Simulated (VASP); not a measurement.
Write the native input for VASP 6.6.1 that does the following.

* Task: single point
* Functional: PBE
* Potentials or basis: VASP PAW PBE potentials, release 64 (Cd, F)
* Cutoff: 520 eV
* k mesh: 6 × 6 × 6
* Occupations: gaussian, width 0.1 eV
* Spin: collinear spin, ferromagnetic start
* Starting moments: [0.19, 0.32, 0.32] μB
* Fixed moment: 1 μB
* Dipole correction: no
* Further INCAR settings: ALGO = Normal; EDIFF = 1e-06; NBANDS = 24

The structure of CdF2 lies in POSCAR:

```
CdF2
1.0
    0.0000000000      2.6940000000      2.6940000000
    2.6940000000      0.0000000000      2.6940000000
    2.6940000000      2.6940000000      0.0000000000
Cd F
1 2
Direct
    0.0000000000      0.0000000000      0.0000000000
    0.2500000000      0.2500000000      0.2500000000
    0.7500000000      0.7500000000      0.7500000000
```

One way to write it, as run:

INCAR

```
SYSTEM = CdF2
ALGO = Normal ; EDIFF = 1E-6
ENCUT = 520 ; GGA = PE
ISIF = 2 ; ISMEAR = 0
ISPIN = 2 ; LASPH = .TRUE.
LCHARG = .FALSE. ; LORBIT = 11
LREAL = .FALSE. ; LWAVE = .FALSE.
MAGMOM = 0.19 0.32 0.32 ; NBANDS = 24
NELM = 150 ; NUPDOWN = 1.0
PREC = Accurate ; SIGMA = 0.1
```

KPOINTS

```
k-points
0
G
  6 6 6
  0 0 0
```

Potentials or basis: VASP PAW PBE potentials, release 64 (Cd, F).

Run with:

```console
$ cat potpaw_PBE.64/Cd/POTCAR potpaw_PBE.64/F/POTCAR > POTCAR
$ mpirun -np 1 vasp_std > vasp.out
```

Results of the run:

```
Pressure                                              : 17.6 GPa
Net moment                                            : 1.00 μB per cell
Site moments                                          : Cd +0.26; F +0.27 μB
Valence electrons inside the program's atomic spheres : Cd 10.19; F 6.03
```

Caveat: the total moment is fixed, so each spin has its own Fermi level.

It took 16 s on 1 thread of Intel(R) Xeon(R) 6975P-C (Granite Rapids) (shared host), peak memory 0.17 GiB.
